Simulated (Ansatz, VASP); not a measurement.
Li3Si2N: VASP beside Ansatz

```
Li Si N
1.0
     2.42611    1.40072    3.80456
    -2.42611    1.40072    3.80456
     0.00000   -2.80143    3.80456
Li Si N
3 2 1
Cartesian
  0.0000 1.4007 3.8046
  -1.2131 -0.7004 3.8046
  1.2131 -0.7004 3.8046
  0.0000 0.0000 2.3669
  0.0000 0.0000 9.0467
  0.0000 0.0000 0.0000
```

Alike in both runs: task single point; functional PBE; k mesh 6 × 6 × 6; occupations gaussian, width 0.1 eV; no spin polarisation.

|  | VASP | Ansatz |
| --- | --- | --- |
| version | VASP 6.6.1 | Ansatz 0.2.0 |
| potentials or method | VASP PAW PBE potentials, release 64 (Li_sv, Si, N), cutoff 520 eV | scalar-relativistic, plane waves, PAW |
| valence electrons in the cell | 22 | 22 |

```csv
,VASP,Ansatz,Ansatz less VASP
gap on the k mesh at the Fermi level (eV),none,none,-
rms of the force components (eV/Å),3.171,3.138,-0.0339
```

Atom by atom the forces differ by 0.034 eV/Å (rms over components). A gap of «none» marks a metal or a gap that the smearing closes. The functional is the same, so the differences come from potentials, cutoffs and numerics.

Noted on VASP's run: the cutoff is short for stress, so the pressure is rough.
